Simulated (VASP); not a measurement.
Input of a VASP 6.6.1 run:

File POSCAR:

```
PbO
1.0
    3.5678723414      0.0000000000      0.0000000000
   -1.7839361707      3.0898680851      0.0000000000
    0.0000000000      0.0000000000      3.2951134840
Pb O
1 1
Direct
    0.0000000000      0.0000000000      0.0000000000
    0.6666666667      0.3333333333      0.5000000000
```

INCAR.step1

```
SYSTEM = PbO
ALGO = Normal
EDIFF = 1E-4
ENCUT = 520
GGA = PE
ISMEAR = 0
LASPH = .True.
LCHARG = .False.
LREAL = .False.
LWAVE = .True.
NBANDS = 17
NELM = 100
PREC = Accurate
SIGMA = 0.05
```

File INCAR.step2:

```
SYSTEM = PbO
ALGO = Normal
EDIFF = 1E-7
ENCUT = 520
ISIF = 2
ISMEAR = 0
ISTART = 1
LASPH = .True.
LCHARG = .False.
LMIXTAU = .True.
LREAL = .False.
LWAVE = .False.
METAGGA = R2SCAN
NBANDS = 17
NELM = 100
PREC = Accurate
SIGMA = 0.05
```

Contents of KPOINTS:

```
k-points
0
Gamma
  12 12 10
  0 0 0
```

Potentials or basis: VASP PAW PBE potentials, release 64 (Pb_d, O).

Launch:

```sh
$ cat potpaw_PBE.64/Pb_d/POTCAR potpaw_PBE.64/O/POTCAR > POTCAR
$ cp INCAR.step1 INCAR
$ mpirun -np 1 vasp_std > vasp.out
$ cp INCAR.step2 INCAR
$ mpirun -np 1 vasp_std > vasp.out
```

Question: Predict the band gap on the k mesh.

Answer: 0.29 eV (least direct gap 0.37 eV).

Question: What does it give for the pressure?

Answer: -2.7 GPa.

Stress tensor (GPa, compression positive):
```
-2.58  0.00  0.00
 0.00 -2.58  0.00
 0.00  0.00 -2.94
```

Caveat: the PAW data sets were made with another functional, which shifts forces and pressure a little; spin-orbit coupling is left out, which moves the levels of the heavy elements. A k mesh can miss the band edges.
